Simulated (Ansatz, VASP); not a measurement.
Given: the input of a run of VASP 6.6.1 on MgS.

Contents of INCAR:

```
SYSTEM = MgS
ALGO = Normal
EDIFF = 1E-7
EDIFFG = -0.01
ENCUT = 600
GGA = PS
IBRION = 2
ISIF = 3
ISMEAR = -1
IVDW = 13
LASPH = .True.
LCHARG = .False.
LREAL = .False.
LWAVE = .False.
NELM = 100
NSW = 60
PREC = Accurate
SIGMA = 0.05
```

File KPOINTS:

```
k-points
0
Gamma
  8 8 4
  0 0 0
```

File POSCAR:

```
MgS
1.0
    4.0346224068      0.0000000000      0.0000000000
   -2.0173112034      3.4940854990      0.0000000000
    0.0000000000      0.0000000000      6.4322941800
S Mg
2 2
Direct
    0.6666666667      0.3333333333      0.8792441500
    0.3333333333      0.6666666667      0.3792441500
    0.3333333333      0.6666666667      0.9957548500
    0.6666666667      0.3333333333      0.4957548500
```

Potentials or basis: VASP PAW PBE potentials, release 64 (S, Mg).

Launch:

```sh
$ cat potpaw_PBE.64/S/POTCAR potpaw_PBE.64/Mg/POTCAR > POTCAR
$ mpirun -np 1 vasp_std > vasp.out
```

Translate it to Ansatz 0.2.0. Potentials there: Ansatz PAW.

As run (the cutoff follows the program's own potentials):

File input.yaml:

```yaml
crystal:
  lattice:
    - [4.0346224068, 0.0, 0.0]
    - [-2.0173112034, 3.494085499, 0.0]
    - [0.0, 0.0, 6.43229418]
  atoms:
    - { symbol: S, position: [0.6666666667, 0.3333333333, 0.87924415] }
    - { symbol: S, position: [0.3333333333, 0.6666666667, 0.37924415] }
    - { symbol: Mg, position: [0.3333333333, 0.6666666667, 0.99575485] }
    - { symbol: Mg, position: [0.6666666667, 0.3333333333, 0.49575485] }
hamiltonian:
  xc: pbesol
  pseudopotentials: { kind: paw }
  dispersion: d4
kpoints:
  mp_grid: { grid: [8, 8, 4] }
scf:
  occupations: { method: fermi_dirac, width: 0.05 }
output:
  forces: true
  stress: true
  eigenvalues: true
relax:
  f_tol: 0.01
  max_steps: 40
  cell: { stress_tol: 0.05 }
```

Potentials or basis: Ansatz PAW.

Command:

```bash
$ ansatz run input.yaml --threads 2 --pin off --max-ram 5632MiB --backend cpu --events-out ev --progress --plain --runs-dir out
```

Both were run:

|  | VASP | Ansatz | Ansatz less VASP |
| --- | --- | --- | --- |
| gap on the k mesh at the Fermi level, each at its own relaxed structure (eV) | 3.38 | 3.37 | -0.009 |
| relaxed volume (Å³/atom) | 22.16 | 22.18 | +0.021 |
| relaxed cell length with the largest relative difference (Å) | 4.007 | 4.009 | +0.0022 |

VASP's potentials were made for PBE, not for PBEsol. VASP's potentials hold 16 valence electrons a cell and Ansatz's 32, so a difference there can come from the potentials and not from the codes.

Noted on Ansatz's run: the plane-wave basis is chosen anew once the cell has moved, so the energies of steps on either side of that aren't comparable.
